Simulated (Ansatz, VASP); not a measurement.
## Al2Cu: VASP beside Ansatz

File INCAR:

```
PREC = Accurate ; ENCUT = 520
EDIFF = 1E-6 ; ISMEAR = 0
SIGMA = 0.05 ; LREAL = False
LASPH = True ; NELM = 60
ALGO = Normal ; ISIF = 2
LWAVE = False ; LCHARG = True
GGA = PE ; LELF = True
LVHAR = True ; NBANDS = 16
```

KPOINTS

```
Automatic mesh
0
Gamma
  12 12 12
```

File POSCAR:

```
Al2Cu
1.0
   -1.9888904110      1.9888904110      2.7928920770
    1.9888904110     -1.9888904110      2.7928920770
    1.9888904110      1.9888904110     -2.7928920770
Al Cu
2 1
Direct
    0.7500000000      0.2500000000      0.5000000000
    0.2500000000      0.7500000000      0.5000000000
    0.5000000000      0.5000000000      0.0000000000
```

Input for Ansatz:

```yaml
crystal:
  lattice:
    - [-1.988890411, 1.988890411, 2.792892077]
    - [1.988890411, -1.988890411, 2.792892077]
    - [1.988890411, 1.988890411, -2.792892077]
  atoms:
    - { symbol: Al, position: [0.75, 0.25, 0.5] }
    - { symbol: Al, position: [0.25, 0.75, 0.5] }
    - { symbol: Cu, position: [0.5, 0.5, 0.0] }
basis:
  ecutwfc: 500
  fft_grid_basis: typed
kpoints:
  mp_grid: { grid: [12, 12, 12] }
hamiltonian:
  xc: pbe
  pseudopotentials: { kind: paw }
scf:
  occupations: { method: gaussian, width: 0.05 }
output:
  forces: true
  stress: true
  eigenvalues: true
  bader: true
  write_density: true
  volumetric_format: npy
  elf: true
```

Alike in both runs: task single point; functional PBE; k mesh 12 × 12 × 12; occupations gaussian, width 0.05 eV; no spin polarisation.

|  | VASP | Ansatz |
| --- | --- | --- |
| version | VASP 6.6.1 | Ansatz 0.2.0 |
| potentials or method | VASP PAW PBE potentials, release 64 (Al, Cu), cutoff 520 eV | scalar-relativistic, plane waves, PAW |
| valence electrons in the cell | 17 | 25 |

|  | VASP | Ansatz | Ansatz less VASP |
| --- | --- | --- | --- |
| gap on the k mesh at the Fermi level (eV) | none | none | - |
| pressure (GPa) | 10.7 | 10.6 | -0.15 |
| traceless stress, the component that is largest in VASP (GPa) | 0.37 | 0.35 | -0.017 |

A gap of «none» marks a metal or a gap that the smearing closes. The functional is the same, so the differences come from potentials, cutoffs and numerics. VASP's potentials hold 17 valence electrons a cell and Ansatz's 25, so a difference there can come from the potentials and not from the codes.
